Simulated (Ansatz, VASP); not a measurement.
## One calculation of CoSn, two programs

```
Co Sn
1.0
     5.21972    0.00000    0.00000
    -2.60986    4.52041    0.00000
     0.00000    0.00000    4.16847
Co Sn
3 3
Direct
  0.00000 0.50000 0.00828
  0.50000 0.50000 0.00828
  0.50000 0.00000 0.00828
  0.66667 0.33333 0.50822
  0.33333 0.66667 0.50822
  0.00000 0.00000 0.97121
```

Change from the starting cell: mode 5 (107.6 1/cm) frozen in, largest displacement -0.120 Å.

Alike in both runs: task single point; functional PBEsol; k mesh 12 × 12 × 12; occupations gaussian, width 0.15 eV; no spin polarisation.

```csv
,VASP,Ansatz
version,VASP 6.6.1,Ansatz 0.2.0
potentials or method,"VASP PAW PBE potentials, release 64 (Co, Sn_d), cutoff 520 eV","scalar-relativistic, plane waves, PAW"
valence electrons in the cell,69,93
```

```tsv
	VASP	Ansatz	Ansatz less VASP
gap on the k mesh at the Fermi level (eV)	none	none	-
pressure (GPa)	-0.1	0.0	+0.10
traceless stress, the component that is largest in VASP (GPa)	0.01	0.07	+0.063
rms of the force components (eV/Å)	0.155	0.155	-0.0001
```

VASP's potentials were made for PBE, not for PBEsol. Atom by atom the forces differ by 0.001 eV/Å (rms over components). A gap of «none» marks a metal or a gap that the smearing closes. With one functional, cell and mesh, what is left measures potentials, basis and numerics. VASP's potentials hold 69 valence electrons a cell and Ansatz's 93, so a difference there can come from the potentials and not from the codes.
